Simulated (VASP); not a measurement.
Wanted: the native input for a VASP 6.6.1 run.

| Property | Result |
| --- | --- |
| Task | relaxation of cell and atoms |
| Functional | PBE |
| Potentials or basis | VASP PAW PBE potentials, release 64 (As, Pt) |
| Cutoff | 600 eV |
| k mesh | 4 × 4 × 4 |
| Occupations | gaussian, width 0.1 eV |
| Spin | no spin polarisation |
| Dipole correction | no |
| Further INCAR settings | ALGO = Normal; EDIFF = 1e-06; IBRION = 2; EDIFFG = -0.04; NSW = 90; ISIF = 3 |

The structure of AsPt lies in POSCAR:

```
AsPt
1.0
    0.0000000000      3.3827330009      3.3827330009
    3.3827330009      0.0000000000      3.3827330009
    3.3827330009      3.3827330009      0.0000000000
As Pt
2 2
Direct
    0.5000000000      0.5000000000      0.5000000000
    0.7500000000      0.7500000000      0.7500000000
    0.0000000000      0.0000000000      0.0000000000
    0.2500000000      0.2500000000      0.2500000000
```

The input as run:

INCAR

```
SYSTEM = AsPt
PREC = Accurate ; ENCUT = 600
EDIFF = 1E-6 ; ISMEAR = 0
SIGMA = 0.1 ; LREAL = .FALSE.
LASPH = .TRUE. ; NELM = 60
ALGO = Normal ; ISIF = 3
LWAVE = .FALSE. ; LCHARG = .FALSE.
GGA = PE ; IBRION = 2
NSW = 90 ; EDIFFG = -0.04
```

KPOINTS

```
Automatic mesh
0
G
  4 4 4
  0 0 0
```

Potentials or basis: VASP PAW PBE potentials, release 64 (As, Pt).

Command:

```console
$ cat potpaw_PBE.64/As/POTCAR potpaw_PBE.64/Pt/POTCAR > POTCAR
$ mpirun -np 1 vasp_std > vasp.out
```

Results of the run:

| Property | Result |
| --- | --- |
| Relaxed volume | 16.97 Å³/atom |
| Relaxed cell | a = 4.579 Å, b = 4.579 Å, c = 4.579 Å, α = 60.00°, β = 60.00°, γ = 60.00° |
| Space group after relaxing (to 0.1 Å) | Fd-3m (No. 227) |
| Energy gained by relaxing | 116.5 meV/atom |
| Ionic steps | 4 |
| Pressure after relaxing | -0.1 GPa |
| Band gap on the k mesh | zero (bands 15 and 16 overlap by 1.52 eV) |

Caveat: the k points lie up to 0.42 Å⁻¹ apart in the final cell, too coarse for converged energies and pressures of a metal; spin-orbit coupling is left out, which moves the levels of the heavy elements.

It took 59 s on 1 thread of Intel(R) Xeon(R) Platinum 8488C (Sapphire Rapids), on a shared host, peak memory 0.24 GiB.
